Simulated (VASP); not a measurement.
# Si10H5Cl in VASP: further runs

Runs on Si10H5Cl. Level: PBE. Tasks: single point.

All numbers are computed with VASP 6.6.1; they aren't measurements. Logs are shortened: lines on timing, memory, paths and dates and some standing lists are left out, and cuts for length are marked.

**1. The cell of the first run**

The cell holds a slab with vacuum, 32 atoms: a = 7.679 Å, b = 7.679 Å, c = 20.254 Å, α = 90.00°, β = 90.00°, γ = 90.00°.

**2. Single point, PBE**

Contents of INCAR:

```
SYSTEM = Si10H5Cl
ALGO = Normal
EDIFF = 1E-7
ENCUT = 520
GGA = PE
ISIF = 2
ISMEAR = -1
LASPH = .True.
LCHARG = .True.
LELF = .True.
LREAL = Auto
LVHAR = .True.
LWAVE = .False.
NBANDS = 74
NELM = 60
PREC = Accurate
SIGMA = 0.02
```

Contents of KPOINTS:

```
k-points
0
Gamma
  2 2 1
  0 0 0
```

Contents of POSCAR:

```
Si10H5Cl
1.0
    7.6791800000      0.0000000000      0.0000000000
    0.0000000000      7.6791800000      0.0000000000
    0.0000000000      0.0000000000     20.2543620000
H Si Cl
10 20 2
Direct
    0.4093920000      0.0000000000      0.0493721000
    0.0906080000      0.0000000000      0.0493721000
    0.9093920000      0.0000000000      0.0493721000
    0.5906080000      0.0000000000      0.0493721000
    0.4093920000      0.5000000000      0.0493721000
    0.0906080000      0.5000000000      0.0493721000
    0.9093920000      0.5000000000      0.0493721000
    0.5906080000      0.5000000000      0.0493721000
    0.2500570684      0.4749523822      0.4248992205
    0.7499099845      0.4749749569      0.4249125480
    0.2500000000      0.0000000000      0.0921036000
    0.7500000000      0.0000000000      0.0921036000
    0.2500000000      0.5000000000      0.0921036000
    0.7500000000      0.5000000000      0.0921036000
    0.2499765651      0.2500470258      0.1562728527
    0.7500220203      0.2500452301      0.1562634002
    0.2500024409      0.7499459205      0.1617394366
    0.7500053729      0.7499442480      0.1617473293
   -0.0000128584      0.2515972552      0.2215279786
    0.5000134658      0.2515852772      0.2215047992
    0.0000139676      0.7497873456      0.2314842731
    0.4999940657      0.7497925709      0.2314747278
   -0.0000135508      0.0120407420      0.2939512347
    0.5000017521      0.0120416783      0.2939477286
   -0.0000002190      0.4888161975      0.2948775865
    0.5000073910      0.4888057791      0.2948563573
    0.2499864230      0.0942012031      0.3539147847
    0.7500016454      0.0942442725      0.3539221424
    0.2500176494      0.4095699018      0.3551371777
    0.7499854772      0.4096001863      0.3551491991
    0.2499248164     -0.0058458258      0.4498746289
   -0.2499743107     -0.0057132566      0.4498938502
```

Potentials or basis: VASP PAW PBE potentials, release 64 (H, Si, Cl).

Launch:

```sh
cat potpaw_PBE.64/H/POTCAR potpaw_PBE.64/Si/POTCAR potpaw_PBE.64/Cl/POTCAR > POTCAR
mpirun -np 1 vasp_std > vasp.out
```

OUTCAR:

```text
SYSTEM = Si10H5Cl
   EDIFF = 1E-7
   ENCUT = 520
   GGA = PE
   ISIF = 2
   ISMEAR = -1
   LASPH = .True.
   LREAL = Auto
   NELM = 60
   PREC = Accurate

 ion  position               nearest neighbor table
   1  0.409  0.000  0.049-  11 1.50
   2  0.091  0.000  0.049-  11 1.50
   3  0.909  0.000  0.049-  12 1.50
   4  0.591  0.000  0.049-  12 1.50
   5  0.409  0.500  0.049-  13 1.50
   6  0.091  0.500  0.049-  13 1.50
   7  0.909  0.500  0.049-  14 1.50
   8  0.591  0.500  0.049-  14 1.50
   9  0.250  0.475  0.425-  29 1.50
  10  0.750  0.475  0.425-  30 1.50
  11  0.250  0.000  0.092-   1 1.50   2 1.50  15 2.32  17 2.38
  12  0.750  0.000  0.092-   3 1.50   4 1.50  16 2.32  18 2.38
  13  0.250  0.500  0.092-   5 1.50   6 1.50  15 2.32  17 2.38
  14  0.750  0.500  0.092-   7 1.50   8 1.50  16 2.32  18 2.38
  15  0.250  0.250  0.156-  13 2.32  11 2.32  19 2.33  20 2.33
  16  0.750  0.250  0.156-  14 2.32  12 2.32  19 2.33  20 2.33
[... 12 lines left out ...]
  29  0.250  0.410  0.355-   9 1.50  25 2.36  26 2.36  27 2.42
  30  0.750  0.410  0.355-  10 1.50  26 2.36  25 2.36  28 2.42
  31  0.250  0.994  0.450-  27 2.09
  32  0.750  0.994  0.450-  28 2.09

  LATTYP: Found a simple tetragonal cell.
 ALAT       =     7.6791800000
 C/A-ratio  =     2.6375683341

  Lattice vectors:

 A1 = (   7.6791800000,   0.0000000000,   0.0000000000)
 A2 = (   0.0000000000,   7.6791800000,   0.0000000000)
 A3 = (   0.0000000000,   0.0000000000,  20.2543620000)

Analysis of symmetry for initial positions (statically):
=====================================================================
 Subroutine PRICEL returns:
 Original cell was already a primitive cell.

 Routine SETGRP: Setting up the symmetry group for a
 simple tetragonal supercell.

 Subroutine GETGRP returns: Found  1 space group operations
 (whereof  1 operations were pure point group operations)
 out of a pool of 16 trial point group operations.

The static configuration has the point symmetry C_1 .

Analysis of symmetry for dynamics (positions and initial velocities):
=====================================================================
 Subroutine PRICEL returns:
 Original cell was already a primitive cell.

 Routine SETGRP: Setting up the symmetry group for a
 simple tetragonal supercell.

 Subroutine GETGRP returns: Found  1 space group operations
 (whereof  1 operations were pure point group operations)
[... 138 lines left out ...]
   LASPH  =      T    aspherical Exc in radial PAW
   ENCUT  =  520.0 eV  38.22 Ry    6.18 a.u.  14.28 14.28 37.66*2*pi/ulx,y,z
   NELM   =     60;   NELMIN=  2; NELMDL= -5     # of ELM steps
   EDIFF  = 0.1E-06   stopping-criterion for ELM
   LREAL  =      T    real-space projection
   EDIFFG = 0.1E-05   stopping-criterion for IOM
   NSW    =      0    number of steps for IOM
   IBRION =     -1    ionic relax: 0-MD 1-quasi-New 2-CG
   NFREE  =      0    steps in history (QN), initial steepest desc. (CG)
   ISIF   =      2    stress and relaxation
   ISYM   =      2    0-nonsym 1-usesym 2-fastsym
   POTIM  = 0.5000    time-step for ionic-motion
   TEBEG  =    0.0;   TEEND  =   0.0 temperature during run
   PSTRESS=    0.0 pullay stress
   NELECT =     104.0000    total number of electrons
   NUPDOWN=      -1.0000    fix difference up-down
   EMIN   =  10.00;   EMAX   =-10.00  energy-range for DOS
   EFERMI =   0.00;   METHOD = LEGACY
   ISMEAR =    -1;   SIGMA  =   0.02  broadening in eV -4-tet -1-fermi 0-gaus
   EFERMI_NEDOS =   21; number of points for ismear=-14 and -15
   IALGO  =     38    algorithm
   IMIX   =      4    mixing-type and parameters
     AMIX     =   0.40;   BMIX     =  1.00
     AMIX_MAG =   1.60;   BMIX_MAG =  1.00
  volume/ion in A,a.u.               =      37.32       251.88
  Fermi-wavevector in a.u.,A,eV,Ry     =   0.725610  1.371204  7.163599  0.526510
  Thomas-Fermi vector in A             =   1.816375
   LORBIT       =      0    0 simple, 1 ext, 2 COOP (PROOUT), +10 PAW based schemes
   GGA     = PE    functional components
[... 5 lines left out ...]
 non-spin polarized calculation
  energy-cutoff  :      520.00
  volume of cell :     1194.40
 maximum number of plane-waves:     32216
 NGX is ok and might be reduce to    60
   NGX = 29   NGY = 29   NGZ = 75

 number of electron     104.0000009 magnetization

 Free energy of the ion-electron system (eV)
  ---------------------------------------------------
  ext. energy  EPLUGINS =         0.00000000
  ---------------------------------------------------
  free energy    TOTEN  =      -145.51440358 eV

  energy without entropy =     -145.51440358  energy(sigma->0) =     -145.51440358

 E-fermi :  -0.7500     XC(G=0):  -4.4790

 val. band max:       -1.2461880599   @ k =   0.0000   0.5000   0.0000
 cond. band min:       0.0558525380   @ k =   0.0000   0.0000   0.0000
 fundamental gap:      1.3020405979
 Fermi energy:        -0.7499831697

 k-point     1 :       0.0000    0.0000    0.0000
  band No.  band energies     occupation
      1     -16.6935      2.00000
      2     -16.5757      2.00000
      3     -12.4039      2.00000
      4     -11.3280      2.00000
      5     -10.5862      2.00000
      6     -10.5345      2.00000
[... 257 lines left out ...]
     63       2.5606      0.00000
     64       2.5608      0.00000
 [bands above 64 left out]

------------------------ aborting loop because EDIFF is reached ----------------------------------------

  FORCE on cell =-STRESS in cart. coord.  units (eV):
  Direction    XX          YY          ZZ          XY          YZ          ZX
  --------------------------------------------------------------------------------------
  -------------------------------------------------------------------------------------
  Total       17.1162407      1.1580674     -0.4492671     -0.0006764      0.0644895      0.0012038
  in kB       22.9599377      1.5534460     -0.6026525     -0.0009074      0.0865070      0.0016148
  external PRESSURE =       7.9702437 kB  Pullay stress =       0.0000000 kB

 VOLUME and BASIS-vectors are now :
 -----------------------------------------------------------------------------
  energy-cutoff  :      520.00
  volume of cell :     1194.40
      direct lattice vectors                 reciprocal lattice vectors
     7.679180000  0.000000000  0.000000000     0.130222237  0.000000000  0.000000000
     0.000000000  7.679180000  0.000000000     0.000000000  0.130222237  0.000000000
     0.000000000  0.000000000 20.254362000     0.000000000  0.000000000  0.049372081

 POSITION                                       TOTAL-FORCE (eV/Angst)
 -----------------------------------------------------------------------------------
      3.14379      0.00000      1.00000        -0.630364     -0.079543      0.003587
      0.69580      0.00000      1.00000         0.630412     -0.079842      0.003380
      6.98338      0.00000      1.00000        -0.630412     -0.079875      0.003335
      4.53539      0.00000      1.00000         0.630389     -0.079655      0.003571
      3.14379      3.83959      1.00000        -0.629533      0.082779      0.000603
      0.69580      3.83959      1.00000         0.629567      0.083031      0.000450
[... 24 lines left out ...]
      1.91922      7.63429      9.11192         0.000636      0.016972     -0.036454
      5.75958      7.63531      9.11231        -0.000395      0.016443     -0.036266
 -----------------------------------------------------------------------------------
    total drift:                               -0.000306     -0.015747     -0.020723

  FREE ENERGIE OF THE ION-ELECTRON SYSTEM (eV)
  ---------------------------------------------------
  free  energy   TOTEN  =      -145.5144035761 eV

  energy  without entropy=     -145.5144035761  energy(sigma->0) =     -145.51440358
```

OSZICAR:

```text
N       E                     dE             d eps       ncg     rms          rms(c)
DAV:   1     0.531936082339E+03    0.53194E+03   -0.34785E+04   592   0.105E+03
DAV:   2    -0.758686560213E+02   -0.60780E+03   -0.58384E+03   830   0.192E+02
DAV:   3    -0.147380836819E+03   -0.71512E+02   -0.70411E+02   704   0.635E+01
[... 23 lines left out ...]
DAV:  27    -0.145514398430E+03   -0.65624E-05   -0.44674E-07   656   0.161E-03    0.557E-04
DAV:  28    -0.145514401176E+03   -0.27459E-05   -0.75381E-08   568   0.704E-04    0.662E-04
DAV:  29    -0.145514402901E+03   -0.17249E-05   -0.68615E-08   560   0.451E-04    0.243E-04
DAV:  30    -0.145514403506E+03   -0.60479E-06   -0.24296E-08   536   0.279E-04    0.806E-04
DAV:  31    -0.145514403576E+03   -0.70254E-07   -0.50252E-09   528   0.199E-04
   1 F= -.14551440E+03 E0= -.14551440E+03  d E =-.433368E-11
```

Wall time 22 min (1 thread of Intel Xeon Platinum 8259CL at 2.50GHz (Skylake/Cascade Lake), shared host); peak memory 1.2 GiB.

Results:

```
Free energy            : -145.5144 eV
Largest force          : 0.635 eV/Å
Band gap on the k mesh : 1.30 eV
```

Forces in eV/Å, atoms in the order of the input:
```
H   -0.630 -0.080  0.004
H    0.630 -0.080  0.003
H   -0.630 -0.080  0.003
H    0.630 -0.080  0.004
H   -0.630  0.083  0.001
H    0.630  0.083  0.000
H   -0.630  0.083  0.000
H    0.630  0.083  0.001
H    0.000 -0.001 -0.004
H    0.001 -0.001 -0.005
Si  -0.001 -0.245  0.002
Si   0.001 -0.247  0.002
Si   0.000  0.238 -0.011
Si   0.000  0.239 -0.012
Si   0.001  0.003  0.000
Si  -0.001  0.003  0.001
Si   0.000  0.002 -0.002
Si   0.000  0.002 -0.003
Si   0.000 -0.002 -0.001
Si  -0.001 -0.002  0.001
Si  -0.001  0.001  0.005
Si   0.001  0.001  0.006
Si   0.000  0.000 -0.002
Si   0.000  0.001 -0.002
Si   0.000 -0.002  0.001
Si   0.000 -0.003  0.001
Si   0.001 -0.016  0.034
Si  -0.001 -0.017  0.034
Si   0.000 -0.001  0.006
Si   0.000 -0.001  0.005
Cl   0.001  0.017 -0.036
Cl   0.000  0.016 -0.036
```

**3. Single point, PBE**

Contents of INCAR:

```
SYSTEM = Si10H5Cl
ALGO = Normal ; EDIFF = 1E-6
ENCUT = 520 ; GGA = PE
ISIF = 2 ; ISMEAR = -1
LASPH = .TRUE. ; LCHARG = .FALSE.
LREAL = Auto ; LWAVE = .FALSE.
NBANDS = 74 ; NELM = 60
PREC = Accurate ; SIGMA = 0.02
```

Contents of KPOINTS:

```
k-points
0
G
  2 2 1
  0 0 0
```

Contents of POSCAR:

```
Si10H5Cl
1.0
    7.6791800000      0.0000000000      0.0000000000
    0.0000000000      7.6791800000      0.0000000000
    0.0000000000      0.0000000000     20.2543620000
H Si Cl
10 20 2
Direct
    0.4093920184      0.0000000000      0.0493720809
    0.0906079816      0.0000000000      0.0493720809
    0.9093920184      0.0000000000      0.0493720809
    0.5906079816      0.0000000000      0.0493720809
    0.4093920184      0.5000000000      0.0493720809
    0.0906079816      0.5000000000      0.0493720809
    0.9093920184      0.5000000000      0.0493720809
    0.5906079816      0.5000000000      0.0493720809
    0.2500570373      0.4749524038      0.4248992390
    0.7499100164      0.4749749322      0.4249125695
    0.2500000000      0.0000000000      0.0921036170
    0.7500000000      0.0000000000      0.0921036170
    0.2500000000      0.5000000000      0.0921036170
    0.7500000000      0.5000000000      0.0921036170
    0.2499765600      0.2500470102      0.1562728562
    0.7500220076      0.2500451871      0.1562633767
    0.2500024742      0.7499459578      0.1617394317
    0.7500053391      0.7499442649      0.1617473313
   -0.0000128920      0.2515973060      0.2215279849
    0.5000134129      0.2515853255      0.2215047801
    0.0000139338      0.7497873471      0.2314842600
    0.4999940098      0.7497925560      0.2314747312
   -0.0000135431      0.0120407387      0.2939512486
    0.5000016929      0.0120416503      0.2939477432
   -0.0000002604      0.4888162538      0.2948775676
    0.5000074227      0.4888058360      0.2948563376
    0.2499864569      0.0942012038      0.3539147765
    0.7500016929      0.0942443073      0.3539221329
    0.2500177102      0.4095699020      0.3551371798
    0.7499854151      0.4096002438      0.3551491772
    0.2499248618     -0.0058458065      0.4498746492
   -0.2499743462     -0.0057132402      0.4498938550
```

Potentials or basis: VASP PAW PBE potentials, release 64 (H, Si, Cl).

Launch:

```sh
cat potpaw_PBE.64/H/POTCAR potpaw_PBE.64/Si/POTCAR potpaw_PBE.64/Cl/POTCAR > POTCAR
mpirun -np 1 vasp_std > vasp.out
```

OUTCAR:

```text
SYSTEM = Si10H5Cl
   EDIFF = 1E-6
   ENCUT = 520
   GGA = PE
   ISIF = 2
   ISMEAR = -1
   LASPH = .TRUE.
   LREAL = Auto
   NELM = 60
   PREC = Accurate

 ion  position               nearest neighbor table
   1  0.409  0.000  0.049-  11 1.50
   2  0.091  0.000  0.049-  11 1.50
   3  0.909  0.000  0.049-  12 1.50
   4  0.591  0.000  0.049-  12 1.50
   5  0.409  0.500  0.049-  13 1.50
   6  0.091  0.500  0.049-  13 1.50
   7  0.909  0.500  0.049-  14 1.50
   8  0.591  0.500  0.049-  14 1.50
[... 530 lines left out ...]
  Total       17.1165986      1.1584658     -0.4490145     -0.0006811      0.0645287      0.0012065
  in kB       22.9604178      1.5539804     -0.6023136     -0.0009136      0.0865596      0.0016184
  external PRESSURE =       7.9706949 kB  Pullay stress =       0.0000000 kB

 VOLUME and BASIS-vectors are now :
 -----------------------------------------------------------------------------
  energy-cutoff  :      520.00
  volume of cell :     1194.40
      direct lattice vectors                 reciprocal lattice vectors
     7.679180000  0.000000000  0.000000000     0.130222237  0.000000000  0.000000000
     0.000000000  7.679180000  0.000000000     0.000000000  0.130222237  0.000000000
     0.000000000  0.000000000 20.254362000     0.000000000  0.000000000  0.049372081

 POSITION                                       TOTAL-FORCE (eV/Angst)
 -----------------------------------------------------------------------------------
      3.14379      0.00000      1.00000        -0.630368     -0.079543      0.003593
      0.69580      0.00000      1.00000         0.630416     -0.079842      0.003386
      6.98338      0.00000      1.00000        -0.630416     -0.079875      0.003341
      4.53539      0.00000      1.00000         0.630393     -0.079655      0.003577
      3.14379      3.83959      1.00000        -0.629538      0.082778      0.000608
      0.69580      3.83959      1.00000         0.629572      0.083030      0.000454
[... 24 lines left out ...]
      1.91922      7.63429      9.11192         0.000635      0.016984     -0.036479
      5.75958      7.63531      9.11231        -0.000394      0.016454     -0.036289
 -----------------------------------------------------------------------------------
    total drift:                               -0.000305     -0.015728     -0.020790

  FREE ENERGIE OF THE ION-ELECTRON SYSTEM (eV)
  ---------------------------------------------------
  free  energy   TOTEN  =      -145.5144025183 eV

  energy  without entropy=     -145.5144025183  energy(sigma->0) =     -145.51440252
```

It took 24 min on 1 thread of Oxide Virtual Turin-like, shared host; peak memory 1.1 GiB.

What came out:

```
Free energy            : -145.5144 eV
Largest force          : 0.635 eV/Å
Band gap on the k mesh : 1.30 eV
```

Forces on the atoms (eV/Å):
```
H   -0.630 -0.080  0.004
H    0.630 -0.080  0.003
H   -0.630 -0.080  0.003
H    0.630 -0.080  0.004
H   -0.630  0.083  0.001
H    0.630  0.083  0.000
H   -0.630  0.083  0.000
H    0.630  0.083  0.001
H    0.000 -0.001 -0.004
H    0.001 -0.001 -0.005
Si  -0.001 -0.245  0.002
Si   0.001 -0.247  0.002
Si   0.000  0.238 -0.011
Si   0.000  0.239 -0.012
Si   0.001  0.003  0.000
Si  -0.001  0.003  0.001
Si   0.000  0.002 -0.002
Si   0.000  0.002 -0.003
Si   0.000 -0.002 -0.001
Si  -0.001 -0.002  0.001
Si  -0.001  0.001  0.005
Si   0.001  0.001  0.006
Si   0.000  0.000 -0.002
Si   0.000  0.001 -0.002
Si   0.000 -0.002  0.001
Si   0.000 -0.003  0.001
Si   0.001 -0.016  0.034
Si  -0.001 -0.017  0.034
Si   0.000 -0.001  0.006
Si   0.000 -0.001  0.005
Cl   0.001  0.017 -0.036
Cl   0.000  0.016 -0.036
```
